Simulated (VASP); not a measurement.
# CuI (Marshite) (F-43m) in VASP: a series of runs

The runs below take CuI (Marshite) through single point, with PBE, r2SCAN.

Everything below comes from runs of VASP 6.6.1. Logs are shortened: lines on timing, memory, paths and dates and some standing lists are left out, and cuts for length are marked.

## Step 1: The cell of the first run

The structure is cubic, space group F-43m (No. 216). Conventional cell: a = 6.139 Å, b = 6.139 Å, c = 6.139 Å, α = 90.00°, β = 90.00°, γ = 90.00°. Within 3.5 Å of Cu (site symmetry -43m) lie 4 I at 2.66 Å. Within 3.5 Å of I (site symmetry -43m) lie 4 Cu at 2.66 Å.

## Step 2: Single point, PBE (volume changed by +3%)

Input file INCAR:

```
SYSTEM = CuI
ALGO = Normal
EDIFF = 1E-6
ENCUT = 520
GGA = PE
ISIF = 2
ISMEAR = 0
LASPH = .TRUE.
LCHARG = .TRUE.
LELF = .TRUE.
LREAL = .FALSE.
LVHAR = .TRUE.
LWAVE = .FALSE.
NBANDS = 16
NELM = 80
PREC = Accurate
SIGMA = 0.01
```

Input file KPOINTS:

```
k-points
0
G
  6 6 6
  0 0 0
```

Input file POSCAR:

```
CuI
1.0
    0.0000000000      3.0695449794      3.0695449794
    3.0695449794      0.0000000000      3.0695449794
    3.0695449794      3.0695449794      0.0000000000
Cu I
1 1
Direct
    0.2500000000      0.2500000000      0.2500000000
    0.0000000000      0.0000000000      0.0000000000
```

Potentials or basis: VASP PAW PBE potentials, release 64 (Cu, I).

Started as:

```sh
$ cat potpaw_PBE.64/Cu/POTCAR potpaw_PBE.64/I/POTCAR > POTCAR
$ mpirun -np 1 vasp_std > vasp.out
```

OUTCAR:

```text
SYSTEM = CuI
   EDIFF = 1E-6
   ENCUT = 520
   GGA = PE
   ISIF = 2
   ISMEAR = 0
   LASPH = .TRUE.
   LREAL = .FALSE.
   NELM = 80
   PREC = Accurate

 ion  position               nearest neighbor table
   1  0.250  0.250  0.250-   2 2.66   2 2.66   2 2.66   2 2.66
   2  0.000  0.000  0.000-   1 2.66   1 2.66   1 2.66   1 2.66

  LATTYP: Found a face centered cubic cell.
 ALAT       =     6.1390899588

  Lattice vectors:

 A1 = (   0.0000000000,   3.0695449794,   3.0695449794)
 A2 = (   3.0695449794,   0.0000000000,   3.0695449794)
 A3 = (   3.0695449794,   3.0695449794,   0.0000000000)

Analysis of symmetry for initial positions (statically):
=====================================================================
 Subroutine PRICEL returns:
 Original cell was already a primitive cell.

 Routine SETGRP: Setting up the symmetry group for a
 face centered cubic supercell.

 Subroutine GETGRP returns: Found 24 space group operations
 (whereof 24 operations were pure point group operations)
 out of a pool of 48 trial point group operations.

The static configuration has the point symmetry T_d .

Analysis of symmetry for dynamics (positions and initial velocities):
=====================================================================
 Subroutine PRICEL returns:
 Original cell was already a primitive cell.

 Routine SETGRP: Setting up the symmetry group for a
 face centered cubic supercell.

 Subroutine GETGRP returns: Found 24 space group operations
 (whereof 24 operations were pure point group operations)
 out of a pool of 48 trial point group operations.

The dynamic configuration has the point symmetry T_d .

 Subroutine INISYM returns: Found 24 space group operations
 (whereof 24 operations are pure point group operations),
 and found     1 'primitive' translations

----------------------------------------------------------------------------------------

                                     Primitive cell

  volume of cell :      57.8432

  direct lattice vectors                    reciprocal lattice vectors
     0.000000000  3.069544979  3.069544979    -0.162890592  0.162890592  0.162890592
     3.069544979  0.000000000  3.069544979     0.162890592 -0.162890592  0.162890592
     3.069544979  3.069544979  0.000000000     0.162890592  0.162890592 -0.162890592

  length of vectors
     4.340992140  4.340992140  4.340992140     0.282134782  0.282134782  0.282134782

  position of ions in fractional coordinates (direct lattice)
     0.250000000  0.250000000  0.250000000
     0.000000000  0.000000000  0.000000000

  ion indices of the primitive-cell ions
   primitive index   ion index
                 1           1
                 2           2

----------------------------------------------------------------------------------------

 KPOINTS: k-points

Automatic generation of k-mesh.
 Grid dimensions read from file:
 generate k-points for:    6    6    6

 Generating k-lattice:

  Cartesian coordinates                     Fractional coordinates (reciprocal lattice)
    -0.027148432  0.027148432  0.027148432     0.166666667  0.000000000  0.000000000
     0.027148432 -0.027148432  0.027148432     0.000000000  0.166666667  0.000000000
     0.027148432  0.027148432 -0.027148432     0.000000000  0.000000000  0.166666667

  Length of vectors
     0.047022464  0.047022464  0.047022464

  Shift w.r.t. Gamma in fractional coordinates (k-lattice)
     0.000000000  0.000000000  0.000000000

 Subroutine IBZKPT returns following result:
 ===========================================

 Found     16 irreducible k-points:

 Following reciprocal coordinates:
            Coordinates               Weight
  0.000000  0.000000  0.000000      1.000000
  0.166667  0.000000  0.000000      8.000000
  0.333333  0.000000  0.000000      8.000000
  0.500000  0.000000  0.000000      4.000000
  0.166667  0.166667  0.000000      6.000000
  0.333333  0.166667  0.000000     24.000000
[... 8 lines left out ...]
 -0.333333  0.333333  0.166667     24.000000
 -0.333333  0.500000  0.166667     12.000000
   k-points           NKPTS =     16   k-points in BZ     NKDIM =     16   number of bands    NBANDS=     16
   number of dos      NEDOS =    301   number of ions     NIONS =      2
   total plane-waves  NPLWV =  32768
   dimension x,y,z NGX =    32 NGY =   32 NGZ =   32
   dimension x,y,z NGXF=    64 NGYF=   64 NGZF=   64
   ions per type =               1   1
   NGX,Y,Z   is equivalent  to a cutoff of  12.25, 12.25, 12.25 a.u.
   NGXF,Y,Z  is equivalent  to a cutoff of  24.51, 24.51, 24.51 a.u.
 SYSTEM =  CuI
   PREC   = accura    normal or accurate (medium, high low for compatibility)
   ISTART =      0    job   : 0-new  1-cont  2-samecut
   ICHARG =      2    charge: 1-file 2-atom 10-const
   ISPIN  =      1    spin polarized calculation?
   LNONCOLLINEAR =      F non collinear calculations
   LSORBIT =      F    spin-orbit coupling
   LASPH  =      T    aspherical Exc in radial PAW
   ENCUT  =  520.0 eV  38.22 Ry    6.18 a.u.   8.07  8.07  8.07*2*pi/ulx,y,z
   NELM   =     80;   NELMIN=  2; NELMDL= -5     # of ELM steps
   EDIFF  = 0.1E-05   stopping-criterion for ELM
   LREAL  =      F    real-space projection
   EDIFFG = 0.1E-04   stopping-criterion for IOM
   NSW    =      0    number of steps for IOM
   IBRION =     -1    ionic relax: 0-MD 1-quasi-New 2-CG
   NFREE  =      0    steps in history (QN), initial steepest desc. (CG)
   ISIF   =      2    stress and relaxation
   ISYM   =      2    0-nonsym 1-usesym 2-fastsym
   POTIM  = 0.5000    time-step for ionic-motion
   TEBEG  =    0.0;   TEEND  =   0.0 temperature during run
   PSTRESS=    0.0 pullay stress
   NELECT =      18.0000    total number of electrons
   NUPDOWN=      -1.0000    fix difference up-down
   EMIN   =  10.00;   EMAX   =-10.00  energy-range for DOS
   EFERMI =   0.00;   METHOD = LEGACY
   ISMEAR =     0;   SIGMA  =   0.01  broadening in eV -4-tet -1-fermi 0-gaus
   EFERMI_NEDOS =   21; number of points for ismear=-14 and -15
   IALGO  =     38    algorithm
   IMIX   =      4    mixing-type and parameters
     AMIX     =   0.40;   BMIX     =  1.00
     AMIX_MAG =   1.60;   BMIX_MAG =  1.00
  volume/ion in A,a.u.               =      28.92       195.17
  Fermi-wavevector in a.u.,A,eV,Ry     =   1.109383  2.096431 16.745119  1.230732
  Thomas-Fermi vector in A             =   2.245922
   LORBIT       =      0    0 simple, 1 ext, 2 COOP (PROOUT), +10 PAW based schemes
   GGA     = PE    functional components
   LHFCALC =     F    Hartree Fock is set to
   AEXX    =    0.0000 exact exchange contribution
   IVDW    =     0    specifies the selected vdW correction
   LEPSILON=     F    determine dielectric tensor
   LRPA    =     F    only Hartree local field effects (RPA)
 non-spin polarized calculation
 Gauss-broadening in eV      SIGMA  =   0.01
  energy-cutoff  :      520.00
  volume of cell :       57.84
 maximum number of plane-waves:      1588
   NGX = 17   NGY = 17   NGZ = 17

 number of electron      17.9999996 magnetization

 Free energy of the ion-electron system (eV)
  ---------------------------------------------------
  ext. energy  EPLUGINS =         0.00000000
  ---------------------------------------------------
  free energy    TOTEN  =        -5.55541079 eV

  energy without entropy =       -5.55541079  energy(sigma->0) =       -5.55541079

 E-fermi :   4.1092     XC(G=0):  -8.7644

 val. band max:        4.0349578682   @ k =   0.0000   0.0000   0.0000
 cond. band min:       5.0834620978   @ k =   0.0000   0.0000   0.0000
 fundamental gap:      1.0485042296
 Fermi energy:         4.1092047573

 k-point     1 :       0.0000    0.0000    0.0000
  band No.  band energies     occupation
      1      -9.7831      2.00000
      2       0.5595      2.00000
      3       0.5595      2.00000
      4       0.5595      2.00000
      5       2.3303      2.00000
      6       2.3303      2.00000
[... 8 lines left out ...]
     15      13.5463      0.00000
     16      13.5463      0.00000

 k-point     2 :       0.1667    0.0000    0.0000
  band No.  band energies     occupation
      1      -9.6690      2.00000
      2       0.0620      2.00000
      3       0.5663      2.00000
      4       0.5663      2.00000
      5       2.3223      2.00000
      6       2.3223      2.00000
[... 8 lines left out ...]
     15      12.7505      0.00000
     16      13.1330      0.00000

 k-point     3 :       0.3333    0.0000    0.0000
  band No.  band energies     occupation
      1      -9.4203      2.00000
      2      -0.8768      2.00000
      3       0.5738      2.00000
      4       0.5738      2.00000
      5       2.3325      2.00000
      6       2.3325      2.00000
[... 8 lines left out ...]
     15      13.2066      0.00000
     16      13.2066      0.00000

 k-point     4 :       0.5000    0.0000    0.0000
  band No.  band energies     occupation
      1      -9.2836      2.00000
      2      -1.3212      2.00000
      3       0.5740      2.00000
      4       0.5740      2.00000
      5       2.3566      2.00000
      6       2.3566      2.00000
[... 8 lines left out ...]
     15      14.7985      0.00000
     16      14.7985      0.00000

 k-point     5 :       0.1667    0.1667    0.0000
  band No.  band energies     occupation
      1      -9.6309      2.00000
      2       0.0113      2.00000
      3       0.5281      2.00000
      4       0.5281      2.00000
      5       2.2819      2.00000
      6       2.3506      2.00000
[... 8 lines left out ...]
     15      13.8162      0.00000
     16      13.9748      0.00000

 k-point     6 :       0.3333    0.1667    0.0000
  band No.  band energies     occupation
      1      -9.4252      2.00000
      2      -0.6437      2.00000
      3       0.4461      2.00000
      4       0.5163      2.00000
      5       2.2675      2.00000
      6       2.3661      2.00000
[... 8 lines left out ...]
     15      14.0822      0.00000
     16      14.4862      0.00000

 k-point     7 :       0.5000    0.1667    0.0000
  band No.  band energies     occupation
      1      -9.2441      2.00000
      2      -1.1386      2.00000
      3       0.2561      2.00000
      4       0.5408      2.00000
      5       2.2975      2.00000
      6       2.3620      2.00000
[... 8 lines left out ...]
     15      14.6232      0.00000
     16      14.8422      0.00000

 k-point     8 :      -0.3333    0.1667    0.0000
  band No.  band energies     occupation
      1      -9.2900      2.00000
      2      -0.9943      2.00000
      3       0.1946      2.00000
      4       0.5840      2.00000
      5       2.3093      2.00000
      6       2.3344      2.00000
[... 8 lines left out ...]
     15      13.8120      0.00000
     16      15.0225      0.00000

 k-point     9 :      -0.1667    0.1667    0.0000
  band No.  band energies     occupation
      1      -9.5083      2.00000
      2      -0.4085      2.00000
      3       0.3844      2.00000
      4       0.5976      2.00000
      5       2.2905      2.00000
      6       2.3480      2.00000
[... 8 lines left out ...]
     15      13.4176      0.00000
     16      14.5374      0.00000

 k-point    10 :       0.3333    0.3333    0.0000
  band No.  band energies     occupation
      1      -9.2984      2.00000
      2      -0.9057      2.00000
      3       0.4656      2.00000
      4       0.4656      2.00000
      5       2.2202      2.00000
      6       2.3915      2.00000
[... 8 lines left out ...]
     15      14.5685      0.00000
     16      17.0012      0.00000

 k-point    11 :       0.5000    0.3333    0.0000
  band No.  band energies     occupation
      1      -9.1600      2.00000
      2      -1.1115      2.00000
      3       0.1530      2.00000
      4       0.4709      2.00000
      5       2.2541      2.00000
      6       2.3841      2.00000
[... 8 lines left out ...]
     15      15.0734      0.00000
     16      16.0345      0.00000

 k-point    12 :      -0.3333    0.3333    0.0000
  band No.  band energies     occupation
      1      -9.1565      2.00000
      2      -0.8964      2.00000
      3      -0.3180      2.00000
      4       0.5316      2.00000
      5       2.2228      2.00000
      6       2.3301      2.00000
[... 8 lines left out ...]
     15      13.2959      0.00000
     16      17.1618      0.00000

 k-point    13 :       0.5000    0.5000    0.0000
  band No.  band energies     occupation
      1      -9.1150      2.00000
      2      -1.3114      2.00000
      3       0.4343      2.00000
      4       0.4343      2.00000
      5       2.3127      2.00000
      6       2.3814      2.00000
[... 8 lines left out ...]
     15      15.2105      0.00000
     16      15.9152      0.00000

 k-point    14 :       0.5000    0.3333    0.1667
  band No.  band energies     occupation
      1      -9.2496      2.00000
      2      -0.8998      2.00000
      3       0.0880      2.00000
      4       0.5031      2.00000
      5       2.2748      2.00000
      6       2.3470      2.00000
[... 8 lines left out ...]
     15      14.8504      0.00000
     16      15.8777      0.00000

 k-point    15 :      -0.3333    0.3333    0.1667
  band No.  band energies     occupation
      1      -9.1565      2.00000
      2      -0.9501      2.00000
      3      -0.1896      2.00000
      4       0.4624      2.00000
      5       2.2474      2.00000
      6       2.3333      2.00000
[... 8 lines left out ...]
     15      15.0125      0.00000
     16      15.6368      0.00000

 k-point    16 :      -0.3333    0.5000    0.1667
  band No.  band energies     occupation
      1      -9.1126      2.00000
      2      -1.0425      2.00000
      3      -0.0590      2.00000
      4       0.3708      2.00000
      5       2.2873      2.00000
      6       2.3010      2.00000
[... 8 lines left out ...]
     15      15.3929      0.00000
     16      15.9213      0.00000

------------------------ aborting loop because EDIFF is reached ----------------------------------------

  FORCE on cell =-STRESS in cart. coord.  units (eV):
  Direction    XX          YY          ZZ          XY          YZ          ZX
  --------------------------------------------------------------------------------------
  -------------------------------------------------------------------------------------
  Total       -0.2403062     -0.2403062     -0.2403062     -0.0000000     -0.0000000     -0.0000000
  in kB       -6.6561582     -6.6561582     -6.6561582     -0.0000000     -0.0000000     -0.0000000
  external PRESSURE =      -6.6561582 kB  Pullay stress =       0.0000000 kB

 VOLUME and BASIS-vectors are now :
 -----------------------------------------------------------------------------
  energy-cutoff  :      520.00
  volume of cell :       57.84
      direct lattice vectors                 reciprocal lattice vectors
     0.000000000  3.069544979  3.069544979    -0.162890592  0.162890592  0.162890592
     3.069544979  0.000000000  3.069544979     0.162890592 -0.162890592  0.162890592
     3.069544979  3.069544979  0.000000000     0.162890592  0.162890592 -0.162890592

 POSITION                                       TOTAL-FORCE (eV/Angst)
 -----------------------------------------------------------------------------------
      1.53477      1.53477      1.53477         0.000000      0.000000      0.000000
      0.00000      0.00000      0.00000        -0.000000     -0.000000     -0.000000
 -----------------------------------------------------------------------------------
    total drift:                                0.000001      0.000001      0.000001

  FREE ENERGIE OF THE ION-ELECTRON SYSTEM (eV)
  ---------------------------------------------------
  free  energy   TOTEN  =        -5.5554107897 eV

  energy  without entropy=       -5.5554107897  energy(sigma->0) =       -5.55541079
```

It took 33 s on 1 thread of AMD EPYC 7R13, shared host; peak memory 0.15 GiB.

Results:

```yaml
Free_energy: -5.5554 eV
Pressure: -0.7 GPa
Band_gap_on_the_k_mesh: 1.05 eV, direct
```

Caveat: spin-orbit coupling is left out, which moves the levels of the heavy elements.

[end of part 1 of 2]
